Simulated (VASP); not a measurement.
Input of a VASP 6.6.1 run:

Contents of INCAR:

```
  ALGO = Normal
  EDIFF = 1E-6
  ENCUT = 520
  GGA = PE
  ISIF = 2
  ISMEAR = 0
  LASPH = True
  LCHARG = False
  LREAL = False
  LWAVE = False
  NBANDS = 50
  NELM = 60
  PREC = Accurate
  SIGMA = 0.1
```

The input KPOINTS:

```
k-points
0
Gamma
  6 6 2
```

Contents of POSCAR:

```
TaGe3W2
1.0
    3.6383193977      0.0000000000      0.0000000000
    0.0000000000      3.6383193977      0.0000000000
    0.0000000000      0.0000000000     10.0443812906
Ta Ge W
1 3 2
Direct
    0.0000000000      0.0000000000      0.0000000000
    0.0000000000      0.0000000000      0.2568941315
    0.0000000000      0.0000000000      0.7431058685
    0.5000000000      0.5000000000      0.0000000000
    0.0000000000      0.0000000000      0.5000000000
    0.5000000000      0.5000000000      0.5000000000
```

Potentials or basis: VASP PAW PBE potentials, release 64 (Ta_pv, Ge_d, W_sv).

Run with:

```bash
$ cat potpaw_PBE.64/Ta_pv/POTCAR potpaw_PBE.64/Ge_d/POTCAR potpaw_PBE.64/W_sv/POTCAR > POTCAR
$ mpirun -np 1 vasp_std > vasp.out
```

Task: Estimate the pressure.

Result: 0.1 GPa.

Task: What does it give for the band gap on the k mesh?

Result: Zero (an odd number of electrons rules out a gap without spin polarisation).

Stress tensor (GPa, compression positive):
```
 0.21  0.00  0.00
 0.00  0.21  0.00
 0.00  0.00 -0.03
```

Caveat: spin-orbit coupling is left out, which moves the levels of the heavy elements.
